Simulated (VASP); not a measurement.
A run of VASP 6.6.1 is set up as follows.

INCAR

```
SYSTEM = LaNb4O
PREC = Accurate
ENCUT = 520
EDIFF = 1E-6
ISMEAR = 0
SIGMA = 0.1
LREAL = .FALSE.
LASPH = .TRUE.
NELM = 80
ALGO = Normal
ISIF = 2
LWAVE = .FALSE.
LCHARG = .FALSE.
GGA = PE
NBANDS = 44
```

The input KPOINTS:

```
regular mesh
0
G
  4 4 4
  0 0 0
```

POSCAR

```
LaNb4O
1.0
    4.3254494200      0.0000000000      0.0000000000
    0.0000000000      4.3254494200      0.0000000000
    0.0000000000      0.0000000000      6.1302566000
La Nb O
1 4 1
Direct
    0.0000000000      0.0000000000      0.0000000000
    0.5000000000      0.0000000000      0.7565800000
    0.0000000000      0.5000000000      0.2434200000
    0.5000000000      0.0000000000      0.2434200000
    0.0000000000      0.5000000000      0.7565800000
    0.5000000000      0.5000000000      0.5000000000
```

Potentials or basis: VASP PAW PBE potentials, release 64 (La, Nb_sv, O).

Command:

```bash
$ cat potpaw_PBE.64/La/POTCAR potpaw_PBE.64/Nb_sv/POTCAR potpaw_PBE.64/O/POTCAR > POTCAR
$ mpirun -np 1 vasp_std > vasp.out
```

(1) Predict the largest force.

(2) Estimate the pressure.

Results:

(1) 1.459 eV/Å.

(2) -1.2 GPa.

Caveat: the k points lie up to 0.36 Å⁻¹ apart, too coarse for converged energies and pressures of a metal; forces of over 1 eV/Å act on the atoms, so gaps and moduli don't describe the material at rest.
